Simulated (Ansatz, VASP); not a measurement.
# Zr2N in VASP and in Ansatz

```
CELL_PARAMETERS angstrom
5.25454 0.00000 0.00000
0.00000 5.25454 0.00000
0.00000 0.00000 3.20143
ATOMIC_POSITIONS crystal
Zr 0.29657 0.29657 0.00000
Zr 0.70343 0.70343 0.00000
Zr 0.79657 0.20343 0.50000
Zr 0.20343 0.79657 0.50000
N 0.00000 0.00000 0.00000
N 0.50000 0.50000 0.50000
```

Change from the starting cell: strain -0.030 along x and y, -0.030 along z, atoms carried along.

Alike in both runs: task single point; functional r2SCAN; k mesh 10 × 10 × 14; occupations gaussian, width 0.15 eV; no spin polarisation.

|  | VASP | Ansatz |
| --- | --- | --- |
| version | VASP 6.6.1 | Ansatz 0.2.0 |
| potentials or method | VASP PAW PBE potentials, release 64 (Zr_sv, N), cutoff 520 eV | scalar-relativistic, plane waves, PAW |
| valence electrons in the cell | 58 | 58 |

VASP gave:

```
gap on the k mesh at the Fermi level (eV)                     : none
pressure (GPa)                                                : 20.6
traceless stress, the component that is largest in VASP (GPa) : 1.17
rms of the force components (eV/Å)                            : 0.124
```

Problem. What did Ansatz give for the same quantities?

Solution. gap on the k mesh at the Fermi level (eV): none; pressure (GPa): 20.4; traceless stress, the component that is largest in VASP (GPa): 1.15; rms of the force components (eV/Å): 0.121.

VASP's potentials were made for PBE, not for r2SCAN. Atom by atom the forces differ by 0.004 eV/Å (rms over components). A gap of «none» marks a metal or a gap that the smearing closes.
